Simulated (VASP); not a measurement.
# SnSe2 (P-3m1) in VASP: further runs

SnSe2 is run at these levels: PBEsol; tasks: relaxation of cell and atoms, single point.

Program: VASP 6.6.1. These are calculated values, not measurements. Logs are shortened: lines on timing, memory, paths and dates and some standing lists are left out, and cuts for length are marked.

### Step 1. The cell of the first run

Symmetry: P-3m1, No. 164, trigonal system. The conventional cell has a = 3.772 Å, b = 3.772 Å, c = 5.527 Å, α = 90.00°, β = 90.00°, γ = 120.00°. Within 3.6 Å of Sn (site symmetry -3m) lie 6 Se at 2.69 Å. Within 3.6 Å of Se (site symmetry 3m) lie 3 Sn at 2.69 Å and 3 Se at 3.21 Å.

### Step 2. Relaxation of cell and atoms, PBEsol, target pressure 5.1 GPa, at which the enthalpy is minimised

INCAR reads:

```
PREC = Accurate
ENCUT = 600
EDIFF = 1E-6
ISMEAR = -1
SIGMA = 0.1
LREAL = False
LASPH = True
NELM = 100
ALGO = Normal
ISIF = 3
LWAVE = False
LCHARG = False
GGA = PS
IBRION = 2
NSW = 80
EDIFFG = -0.002
PSTRESS = 51.0
```

KPOINTS reads:

```
Automatic mesh
0
Gamma
  15 15 8
```

POSCAR reads:

```
SnSe2
1.0
    3.7724504313      0.0000000000      0.0000000000
   -1.8862252156      3.2670379080      0.0000000000
    0.0000000000      0.0000000000      5.5266436601
Sn Se
1 2
Direct
    0.0000000000      0.0000000000      0.0000000000
    0.3333333333      0.6666666667      0.2864235598
    0.6666666667      0.3333333333      0.7135764402
```

Potentials or basis: VASP PAW PBE potentials, release 64 (Sn_d, Se).

The run is started by

```sh
$ cat potpaw_PBE.64/Sn_d/POTCAR potpaw_PBE.64/Se/POTCAR > POTCAR
$ mpirun -np 1 vasp_std > vasp.out
```

OUTCAR:

```text
PREC = Accurate
   ENCUT = 600
   EDIFF = 1E-6
   ISMEAR = -1
   LREAL = False
   LASPH = True
   NELM = 100
   ISIF = 3
   GGA = PS
   IBRION = 2
   NSW = 80
   EDIFFG = -0.002
   PSTRESS = 51.0

 ion  position               nearest neighbor table
   1  0.000  0.000  0.000-   2 2.69   3 2.69   2 2.69   3 2.69   3 2.69   2 2.69
   2  0.333  0.667  0.286-   1 2.69   1 2.69   1 2.69
   3  0.667  0.333  0.714-   1 2.69   1 2.69   1 2.69

  LATTYP: Found a hexagonal cell.
 ALAT       =     3.7724504313
 C/A-ratio  =     1.4650010015

  Lattice vectors:

 A1 = (   3.7724504313,   0.0000000000,   0.0000000000)
 A2 = (  -1.8862252156,   3.2670379080,   0.0000000000)
 A3 = (   0.0000000000,   0.0000000000,   5.5266436601)

Analysis of symmetry for initial positions (statically):
=====================================================================
 Subroutine PRICEL returns:
 Original cell was already a primitive cell.

 Routine SETGRP: Setting up the symmetry group for a
 hexagonal supercell.

 Subroutine GETGRP returns: Found 12 space group operations
 (whereof 12 operations were pure point group operations)
 out of a pool of 24 trial point group operations.

The static configuration has the point symmetry D_3d.

Analysis of symmetry for dynamics (positions and initial velocities):
=====================================================================
 Subroutine PRICEL returns:
 Original cell was already a primitive cell.

 Routine SETGRP: Setting up the symmetry group for a
 hexagonal supercell.

 Subroutine GETGRP returns: Found 12 space group operations
 (whereof 12 operations were pure point group operations)
 out of a pool of 24 trial point group operations.

The dynamic configuration has the point symmetry D_3d.

 Subroutine INISYM returns: Found 12 space group operations
 (whereof 12 operations are pure point group operations),
 and found     1 'primitive' translations

----------------------------------------------------------------------------------------

                                     Primitive cell

  volume of cell :      68.1144

[... 97 lines left out ...]
   ISYM   =      2    0-nonsym 1-usesym 2-fastsym
   POTIM  = 0.5000    time-step for ionic-motion
   TEBEG  =    0.0;   TEEND  =   0.0 temperature during run
   PSTRESS=   51.0 pullay stress
   NELECT =      26.0000    total number of electrons
   NUPDOWN=      -1.0000    fix difference up-down
   EMIN   =  10.00;   EMAX   =-10.00  energy-range for DOS
   EFERMI =   0.00;   METHOD = LEGACY
   ISMEAR =    -1;   SIGMA  =   0.10  broadening in eV -4-tet -1-fermi 0-gaus
   EFERMI_NEDOS =   21; number of points for ismear=-14 and -15
   IALGO  =     38    algorithm
   IMIX   =      4    mixing-type and parameters
     AMIX     =   0.40;   BMIX     =  1.00
     AMIX_MAG =   1.60;   BMIX_MAG =  1.00
  volume/ion in A,a.u.               =      22.70       153.22
  Fermi-wavevector in a.u.,A,eV,Ry     =   1.187553  2.244149 19.188043  1.410281
  Thomas-Fermi vector in A             =   2.323702
   LORBIT       =      0    0 simple, 1 ext, 2 COOP (PROOUT), +10 PAW based schemes
   GGA     = PS    functional components
   LHFCALC =     F    Hartree Fock is set to
   AEXX    =    0.0000 exact exchange contribution
   IVDW    =     0    specifies the selected vdW correction
   LEPSILON=     F    determine dielectric tensor
   LRPA    =     F    only Hartree local field effects (RPA)
 conjugate gradient relaxation of ions
 non-spin polarized calculation
  energy-cutoff  :      600.00
  volume of cell :       68.11
 maximum number of plane-waves:      2296
 NGX is ok and might be reduce to    30
   NGX = 15   NGY = 15   NGZ = 23

--------------------------------------- Ionic step        1  -------------------------------------------

 number of electron      26.0000000 magnetization

 Free energy of the ion-electron system (eV)
  ---------------------------------------------------
  ext. energy  EPLUGINS =         0.00000000
  ---------------------------------------------------
  free energy    TOTEN  =       -12.86521890 eV

  energy without entropy =      -12.84884025  energy(sigma->0) =      -12.85702958

------------------------ aborting loop because EDIFF is reached ----------------------------------------

  FORCE on cell =-STRESS in cart. coord.  units (eV):
  Direction    XX          YY          ZZ          XY          YZ          ZX
  --------------------------------------------------------------------------------------
  -------------------------------------------------------------------------------------
  Total        2.2213304      2.2213304      2.2851355      0.0000000      0.0000000      0.0000000
  in kB       52.2497916     52.2497916     53.7506051      0.0000000      0.0000000      0.0000000
  external PRESSURE =       1.7500628 kB  Pullay stress =      51.0000000 kB
[... 100 lines left out ...]
  energy  without entropy=      -12.8529584125  energy(sigma->0) =      -12.86126124

  enthalpy is  TOTEN    =       -10.6971515586 eV   P V=        2.1724125086

[... ionic steps 4 to 29 ...]

--------------------------------------- Ionic step       30  -------------------------------------------

 number of electron      26.0000000 magnetization

------------------------ aborting loop because EDIFF is reached ----------------------------------------
[... 73 lines left out ...]
--------------------------------------- Ionic step       32  -------------------------------------------

 number of electron      26.0000000 magnetization

 Free energy of the ion-electron system (eV)
  ---------------------------------------------------
  ext. energy  EPLUGINS =         0.00000000
  ---------------------------------------------------
  free energy    TOTEN  =       -12.86609798 eV

  energy without entropy =      -12.84903129  energy(sigma->0) =      -12.85756463

 E-fermi :   6.0630     XC(G=0): -10.3722

 val. band max:        6.0488133959   @ k =   0.1333   0.0667   0.0000
 cond. band min:       6.0964257834   @ k =   0.1333   0.0000   0.0000
 fundamental gap:      0.0476123875
 Fermi energy:         6.0629703091

 k-point     1 :       0.0000    0.0000    0.0000
  band No.  band energies     occupation
      1     -15.6318      2.00000
      2     -15.6318      2.00000
      3     -15.5922      2.00000
      4     -15.5755      2.00000
      5     -15.5755      2.00000
      6      -8.9177      2.00000
[... 457 lines left out ...]
      4     -15.5606      2.00000
      5     -15.5537      2.00000
      6      -6.9125      2.00000
[... 9 lines left out ...]
     16      11.2357      0.00000
     17      11.8758      0.00000

 [... further k-points ...]
[... 5 lines left out ...]
  --------------------------------------------------------------------------------------
  -------------------------------------------------------------------------------------
  Total        2.1655684      2.1655684      2.1665678      0.0000000      0.0000000      0.0000000
  in kB       50.9224414     50.9224414     50.9459437      0.0000000      0.0000000      0.0000000
  external PRESSURE =      -0.0697245 kB  Pullay stress =      51.0000000 kB
[... 22 lines left out ...]
  energy  without entropy=      -12.8490312869  energy(sigma->0) =      -12.85756463

  enthalpy is  TOTEN    =       -10.6972312946 eV   P V=        2.1688666858

 reached required accuracy - stopping structural energy minimisation
```

OSZICAR:

```text
N       E                     dE             d eps       ncg     rms          rms(c)
DAV:   1     0.207491335859E+03    0.20749E+03   -0.13671E+04  6560   0.200E+03
DAV:   2     0.895359420771E+01   -0.19854E+03   -0.19511E+03  7148   0.440E+02
DAV:   3    -0.123990964010E+02   -0.21353E+02   -0.20681E+02  8196   0.124E+02
DAV:   4    -0.130793864340E+02   -0.68029E+00   -0.67828E+00  8173   0.227E+01
[... 167 lines left out ...]
DAV:   1    -0.128661068692E+02   -0.10138E-04   -0.25377E-07  3273   0.542E-03    0.764E-04
DAV:   2    -0.128661069166E+02   -0.47392E-07   -0.47995E-08  3264   0.314E-03
  31 F= -.10697231E+02 E0= -.10688700E+02  d E =-.921374E-06
       N       E                     dE             d eps       ncg     rms          rms(c)
DAV:   1    -0.128660979885E+02    0.88807E-05   -0.17138E-06  4802   0.904E-03    0.622E-04
DAV:   2    -0.128660979804E+02    0.81573E-08   -0.11278E-07  3264   0.320E-03
  32 F= -.10697231E+02 E0= -.10688698E+02  d E =-.177777E-06
```

Wall time 18 min (1 thread of Intel Xeon 6975P-C (Granite Rapids), shared host); peak memory 0.44 GiB.

Results:

```
Free energy                                            : -12.8661 eV
Relaxed volume                                         : 22.71 Å³/atom
Relaxed cell                                           : a = 3.773 Å, b = 3.773 Å, c = 5.526 Å, α = 90.00°, β = 90.00°, γ = 120.00°
Space group after relaxing (to 0.05 Å)                 : P-3m1 (No. 164)
Energy change on relaxing (the enthalpy is what falls) : -0.3 meV/atom
Ionic steps                                            : 32
Pressure after relaxing                                : 5.1 GPa
Band gap on the k mesh                                 : zero (band 13 reaches 6.16 eV, above the bottom of band 14 at 5.80 eV)
```

Step by step:
| step | energy change (eV) | largest force (eV/Å) | pressure (GPa) | volume (Å³) |
| --- | --- | --- | --- | --- |
| 1 | 0.0000 | 0.0426 | 5.28 | 68.11 |
| 2 | -0.0078 | 0.0046 | 4.85 | 68.36 |
| 3 | -0.0043 | 0.0171 | 5.06 | 68.25 |
| 4 | -0.0045 | 0.0153 | 5.06 | 68.25 |
| 5 | -0.0062 | 0.0054 | 4.94 | 68.31 |
| 6 | -0.0047 | 0.0145 | 5.05 | 68.26 |
| 7 | -0.0034 | 0.0096 | 5.07 | 68.22 |
| 8 | -0.0028 | 0.0072 | 5.08 | 68.20 |
| 9 | -0.0016 | 0.0024 | 5.11 | 68.16 |
| 10 | -0.0018 | 0.0034 | 5.09 | 68.16 |
| 11 | -0.0017 | 0.0029 | 5.08 | 68.16 |
| 12 | -0.0016 | 0.0026 | 5.09 | 68.16 |
| 13 | -0.0008 | 0.0055 | 5.14 | 68.13 |
| 14 | -0.0007 | 0.0063 | 5.12 | 68.13 |
| 15 | -0.0006 | 0.0069 | 5.15 | 68.13 |
| 16 | -0.0005 | 0.0066 | 5.13 | 68.12 |
| 17 | -0.0004 | 0.0069 | 5.14 | 68.12 |
| 18 | -0.0002 | 0.0076 | 5.14 | 68.11 |
| 19 | 0.0004 | 0.0088 | 5.15 | 68.10 |
| 20 | 0.0001 | 0.0084 | 5.15 | 68.10 |
| 21 | 0.0000 | 0.0080 | 5.14 | 68.11 |
| 22 | -0.0005 | 0.0053 | 5.11 | 68.12 |
| 23 | -0.0009 | 0.0032 | 5.10 | 68.14 |
| 24 | -0.0010 | 0.0022 | 5.10 | 68.14 |
| 25 | -0.0011 | 0.0017 | 5.11 | 68.14 |
| 26 | -0.0015 | 0.0000 | 5.06 | 68.15 |
| 27 | -0.0012 | 0.0013 | 5.09 | 68.15 |
| 28 | -0.0012 | 0.0021 | 5.08 | 68.15 |
| 29 | -0.0012 | 0.0023 | 5.08 | 68.14 |
| 30 | -0.0009 | 0.0022 | 5.10 | 68.14 |
| 31 | -0.0009 | 0.0022 | 5.10 | 68.14 |
| 32 | -0.0009 | 0.0019 | 5.09 | 68.14 |

Final structure:
```
Sn Se
1.0
     3.77334    0.00000    0.00000
    -1.88667    3.26781    0.00000
     0.00000    0.00000    5.52575
Sn Se
1 2
Direct
  0.00000 0.00000 0.00000
  0.33333 0.66667 0.28728
  0.66667 0.33333 0.71272
```

Levels at points of the mesh, in eV from the Fermi level:
| k point | band 11 | band 12 | band 13 | band 14 | band 15 | band 16 |
| --- | --- | --- | --- | --- | --- | --- |
| (0.00, 0.00, 0.00) | -1.13 | -1.13 | -0.19 | 0.42 | 2.61 | 4.29 |
| (0.00, 0.00, 0.50) | -1.54 | -0.62 | -0.62 | 2.35 | 2.61 | 3.48 |

Caveat: the cell is relaxed towards a set pressure, so the enthalpy falls and the energy may rise; the PAW data sets were made with another functional, which shifts forces and pressure a little; spin-orbit coupling is left out, which moves the levels of the heavy elements.

(Part 1 of 2 ends here.)
